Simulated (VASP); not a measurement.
# Nb3Sn (Pm-3n) in VASP: relaxation of cell and atoms with LDA

Aim: the relaxation of cell and atoms of Nb3Sn with LDA.

All numbers are computed with VASP 6.6.1; they aren't measurements. Logs are shortened: lines on timing, memory, paths and dates and some standing lists are left out, and cuts for length are marked.

## Step 1: The cell of the first run

The structure is cubic, space group Pm-3n (No. 223). Conventional cell: a = 5.282 Å, b = 5.282 Å, c = 5.282 Å, α = 90.00°, β = 90.00°, γ = 90.00°. Nb (site symmetry -4m2) has 10 Nb at 2.64 to 3.23 Å and 4 Sn at 2.95 Å within 3.5 Å. Within 3.9 Å of Sn (site symmetry m-3) lie 12 Nb at 2.95 Å.

## Step 2: Relaxation of cell and atoms, LDA

Contents of INCAR:

```
SYSTEM = Nb3Sn
PREC = Accurate
ENCUT = 600
EDIFF = 1E-7
ISMEAR = -1
SIGMA = 0.05
LREAL = .False.
LASPH = .True.
NELM = 100
ALGO = Normal
ISIF = 3
LWAVE = .False.
LCHARG = .False.
IBRION = 2
NSW = 80
EDIFFG = -0.03
```

Contents of KPOINTS:

```
Automatic mesh
0
Gamma
  5 5 5
  0 0 0
```

Contents of POSCAR:

```
Nb3Sn
1.0
    5.2821000000      0.0000000000      0.0000000000
    0.0000000000      5.2821000000      0.0000000000
    0.0000000000      0.0000000000      5.2821000000
Nb Sn
6 2
Direct
    0.2500000000      0.0000000000      0.5000000000
    0.5000000000      0.7500000000      0.0000000000
    0.7500000000      0.0000000000      0.5000000000
    0.5000000000      0.2500000000      0.0000000000
    0.0000000000      0.5000000000      0.7500000000
    0.0000000000      0.5000000000      0.2500000000
    0.0000000000      0.0000000000      0.0000000000
    0.5000000000      0.5000000000      0.5000000000
```

Potentials or basis: VASP PAW LDA potentials, release 64 (Nb_sv, Sn_d).

Run with:

```bash
> cat potpaw_LDA.64/Nb_sv/POTCAR potpaw_LDA.64/Sn_d/POTCAR > POTCAR
> mpirun -np 1 vasp_std > vasp.out
```

OUTCAR:

```text
SYSTEM = Nb3Sn
   PREC = Accurate
   ENCUT = 600
   EDIFF = 1E-7
   ISMEAR = -1
   LREAL = .False.
   LASPH = .True.
   NELM = 100
   ISIF = 3
   IBRION = 2
   NSW = 80
   EDIFFG = -0.03

 ion  position               nearest neighbor table
   1  0.250  0.000  0.500-   3 2.64   3 2.64   8 2.95   7 2.95   8 2.95   7 2.95
   2  0.500  0.750  0.000-   4 2.64   4 2.64   8 2.95   8 2.95   7 2.95   7 2.95
   3  0.750  0.000  0.500-   1 2.64   1 2.64   8 2.95   7 2.95   8 2.95   7 2.95
   4  0.500  0.250  0.000-   2 2.64   2 2.64   8 2.95   8 2.95   7 2.95   7 2.95
   5  0.000  0.500  0.750-   6 2.64   6 2.64   8 2.95   7 2.95   7 2.95   8 2.95
   6  0.000  0.500  0.250-   5 2.64   5 2.64   8 2.95   7 2.95   7 2.95   8 2.95
   7  0.000  0.000  0.000-   1 2.95   2 2.95   3 2.95   4 2.95   5 2.95   6 2.95   1 2.95   3 2.95
                             5 2.95   6 2.95   2 2.95   4 2.95
   8  0.500  0.500  0.500-   1 2.95   2 2.95   3 2.95   4 2.95   5 2.95   6 2.95   2 2.95   4 2.95
                             1 2.95   3 2.95   5 2.95   6 2.95

  LATTYP: Found a simple cubic cell.
 ALAT       =     5.2821000000

  Lattice vectors:

 A1 = (   5.2821000000,   0.0000000000,   0.0000000000)
 A2 = (   0.0000000000,   5.2821000000,   0.0000000000)
 A3 = (   0.0000000000,   0.0000000000,   5.2821000000)

Analysis of symmetry for initial positions (statically):
=====================================================================
 Subroutine PRICEL returns:
 Original cell was already a primitive cell.

 Routine SETGRP: Setting up the symmetry group for a
 simple cubic supercell.

 Subroutine GETGRP returns: Found 48 space group operations
 (whereof 24 operations were pure point group operations)
 out of a pool of 48 trial point group operations.

The static configuration has the point symmetry T_h .
 The point group associated with its full space group is O_h .

Analysis of symmetry for dynamics (positions and initial velocities):
=====================================================================
 Subroutine PRICEL returns:
 Original cell was already a primitive cell.

 Routine SETGRP: Setting up the symmetry group for a
 simple cubic supercell.

 Subroutine GETGRP returns: Found 48 space group operations
 (whereof 24 operations were pure point group operations)
 out of a pool of 48 trial point group operations.

The dynamic configuration has the point symmetry T_h .
 The point group associated with its full space group is O_h .

 Subroutine INISYM returns: Found 48 space group operations
 (whereof 24 operations are pure point group operations),
 and found     1 'primitive' translations

[... 83 lines left out ...]
   ISTART =      0    job   : 0-new  1-cont  2-samecut
   ICHARG =      2    charge: 1-file 2-atom 10-const
   ISPIN  =      1    spin polarized calculation?
   LNONCOLLINEAR =      F non collinear calculations
   LSORBIT =      F    spin-orbit coupling
   LASPH  =      T    aspherical Exc in radial PAW
   ENCUT  =  600.0 eV  44.10 Ry    6.64 a.u.  10.55 10.55 10.55*2*pi/ulx,y,z
   NELM   =    100;   NELMIN=  2; NELMDL= -5     # of ELM steps
   EDIFF  = 0.1E-06   stopping-criterion for ELM
   LREAL  =      F    real-space projection
   EDIFFG = -.3E-01   stopping-criterion for IOM
   NSW    =     80    number of steps for IOM
   IBRION =      2    ionic relax: 0-MD 1-quasi-New 2-CG
   NFREE  =      1    steps in history (QN), initial steepest desc. (CG)
   ISIF   =      3    stress and relaxation
   ISYM   =      2    0-nonsym 1-usesym 2-fastsym
   POTIM  = 0.5000    time-step for ionic-motion
   TEBEG  =    0.0;   TEEND  =   0.0 temperature during run
   PSTRESS=    0.0 pullay stress
   NELECT =     106.0000    total number of electrons
   NUPDOWN=      -1.0000    fix difference up-down
   EMIN   =  10.00;   EMAX   =-10.00  energy-range for DOS
   EFERMI =   0.00;   METHOD = LEGACY
   ISMEAR =    -1;   SIGMA  =   0.05  broadening in eV -4-tet -1-fermi 0-gaus
   EFERMI_NEDOS =   21; number of points for ismear=-14 and -15
   IALGO  =     38    algorithm
   IMIX   =      4    mixing-type and parameters
     AMIX     =   0.40;   BMIX     =  1.00
     AMIX_MAG =   1.60;   BMIX_MAG =  1.00
  volume/ion in A,a.u.               =      18.42       124.32
  Fermi-wavevector in a.u.,A,eV,Ry     =   1.466798  2.771845 29.272866  2.151495
  Thomas-Fermi vector in A             =   2.582492
   LORBIT       =      0    0 simple, 1 ext, 2 COOP (PROOUT), +10 PAW based schemes
   GGA     = CA    functional components
   LHFCALC =     F    Hartree Fock is set to
   AEXX    =    0.0000 exact exchange contribution
   IVDW    =     0    specifies the selected vdW correction
   LEPSILON=     F    determine dielectric tensor
   LRPA    =     F    only Hartree local field effects (RPA)
 conjugate gradient relaxation of ions
 non-spin polarized calculation
  energy-cutoff  :      600.00
  volume of cell :      147.37
 maximum number of plane-waves:      4951
 NGX is ok and might be reduce to    42
   NGX = 21   NGY = 21   NGZ = 21

--------------------------------------- Ionic step        1  -------------------------------------------

 number of electron     106.0000023 magnetization

 Free energy of the ion-electron system (eV)
  ---------------------------------------------------
  ext. energy  EPLUGINS =         0.00000000
  ---------------------------------------------------
  free energy    TOTEN  =       -78.15920909 eV

  energy without entropy =      -78.04508102  energy(sigma->0) =      -78.10214505

------------------------ aborting loop because EDIFF is reached ----------------------------------------

  FORCE on cell =-STRESS in cart. coord.  units (eV):
  Direction    XX          YY          ZZ          XY          YZ          ZX
  --------------------------------------------------------------------------------------
  -------------------------------------------------------------------------------------
  Total       -5.3795615     -5.3795615     -5.3795615      0.0000000     -0.0000000     -0.0000000
  in kB      -58.4840724    -58.4840724    -58.4840724      0.0000000     -0.0000000     -0.0000000
  external PRESSURE =     -58.4840724 kB  Pullay stress =       0.0000000 kB
[... 71 lines left out ...]
--------------------------------------- Ionic step        3  -------------------------------------------

 number of electron     106.0000010 magnetization

 Free energy of the ion-electron system (eV)
  ---------------------------------------------------
  ext. energy  EPLUGINS =         0.00000000
  ---------------------------------------------------
  free energy    TOTEN  =       -78.25081153 eV

  energy without entropy =      -78.14287058  energy(sigma->0) =      -78.19684106

 E-fermi :  11.6972     XC(G=0): -12.7613

 val. band max:       11.6737712325   @ k =   0.4000   0.4000   0.4000
 cond. band min:      11.7170942897   @ k =   0.2000   0.0000   0.0000
 fundamental gap:      0.0433230572
 Fermi energy:        11.6972200519

 k-point     1 :       0.0000    0.0000    0.0000
  band No.  band energies     occupation
      1     -42.4882      2.00000
      2     -42.4011      2.00000
      3     -42.4011      2.00000
      4     -42.1466      2.00000
      5     -42.1466      2.00000
      6     -42.1466      2.00000
[... 684 lines left out ...]
  FREE ENERGIE OF THE ION-ELECTRON SYSTEM (eV)
  ---------------------------------------------------
  free  energy   TOTEN  =       -78.2508115337 eV

  energy  without entropy=      -78.1428705828  energy(sigma->0) =      -78.19684106

 reached required accuracy - stopping structural energy minimisation
```

OSZICAR:

```text
N       E                     dE             d eps       ncg     rms          rms(c)
DAV:   1     0.208377574316E+04    0.20838E+04   -0.53977E+04  1319   0.247E+03
DAV:   2     0.240343554494E+03   -0.18434E+04   -0.18052E+04  1404   0.984E+02
[... 34 lines left out ...]
DAV:   6    -0.782452934386E+02   -0.93117E-02   -0.28448E-02  1995   0.763E-01    0.766E-01
DAV:   7    -0.782506912951E+02   -0.53979E-02   -0.20681E-02  2056   0.613E-01    0.584E-02
DAV:   8    -0.782508224274E+02   -0.13113E-03   -0.16541E-03  2136   0.208E-01    0.550E-02
DAV:   9    -0.782508121230E+02    0.10304E-04   -0.13576E-04  2040   0.590E-02    0.271E-02
DAV:  10    -0.782508115132E+02    0.60979E-06   -0.20061E-05  1952   0.221E-02    0.781E-03
DAV:  11    -0.782508115646E+02   -0.51370E-07   -0.14492E-06  1936   0.756E-03    0.450E-03
DAV:  12    -0.782508115337E+02    0.30872E-07   -0.25780E-07  1128   0.341E-03
   3 F= -.78250812E+02 E0= -.78196841E+02  d E =-.916024E-01
```

It took 7.1 min on 1 thread of AMD EPYC 7R13, shared host; peak memory 0.24 GiB.

Results:

```yaml
Free_energy: -78.2508 eV
Relaxed_volume: 17.83 Å³/atom
Relaxed_cell: a = 5.224 Å, b = 5.224 Å, c = 5.224 Å, α = 90.00°, β = 90.00°, γ = 90.00°
Space_group_after_relaxing_to_0.1_Å: Pm-3n (No. 223)
Energy_gained_by_relaxing: 11.5 meV/atom
Ionic_steps: 3
Pressure_after_relaxing: -0.1 GPa
Band_gap_on_the_k_mesh: zero (bands 53 and 54 overlap by 0.12 eV)
```

Step by step:
```csv
step,energy change (eV),largest force (eV/Å),pressure (GPa),volume (Å³)
1,0.0000,0.0000,-5.85,147.37
2,0.2803,0.0000,14.01,133.49
3,-0.0916,0.0000,-0.14,142.60
```

Final structure:
```
CELL_PARAMETERS angstrom
5.22445 0.00000 0.00000
0.00000 5.22445 0.00000
0.00000 0.00000 5.22445
ATOMIC_POSITIONS crystal
Nb 0.25000 0.00000 0.50000
Nb 0.50000 0.75000 0.00000
Nb 0.75000 0.00000 0.50000
Nb 0.50000 0.25000 0.00000
Nb 0.00000 0.50000 0.75000
Nb 0.00000 0.50000 0.25000
Sn 0.00000 0.00000 0.00000
Sn 0.50000 0.50000 0.50000
```

Levels at points of the mesh, in eV from the Fermi level:
```
           k point  band 51  band 52  band 53  band 54  band 55  band 56
(0.00, 0.00, 0.00)    -0.54    -0.54    -0.05    -0.05     2.46     2.46
```

Caveat: spin-orbit coupling is left out, which moves the levels of the heavy elements. LDA usually gives volumes a few per cent too small.
